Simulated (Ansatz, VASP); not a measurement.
## One calculation of SbPb, two programs

```
CELL_PARAMETERS angstrom
0.00000 3.18910 3.18910
3.18910 0.00000 3.18910
3.18910 3.18910 0.00000
ATOMIC_POSITIONS crystal
Sb 0.50000 0.50000 0.50000
Pb 0.00000 0.00000 0.00000
```

Alike in both runs: task single point; functional LDA; k mesh 8 × 8 × 8; occupations fermi-dirac, width 0.05 eV; no spin polarisation.

|  | VASP | Ansatz |
| --- | --- | --- |
| version | VASP 6.6.1 | Ansatz 0.2.0 |
| potentials or method | VASP PAW LDA potentials, release 64 (Sb, Pb_d), cutoff 520 eV | plane waves, PAW |
| valence electrons in the cell | 19 | 29 |

|  | VASP | Ansatz | Ansatz less VASP |
| --- | --- | --- | --- |
| pressure (GPa) | -3.8 | -3.8 | -0.01 |

LDA's correlation is that of Perdew and Zunger in VASP and of Perdew and Wang (1992) in Ansatz. VASP's potentials hold 19 valence electrons a cell and Ansatz's 29, so a difference there can come from the potentials and not from the codes.

Neither program's run includes spin-orbit coupling.
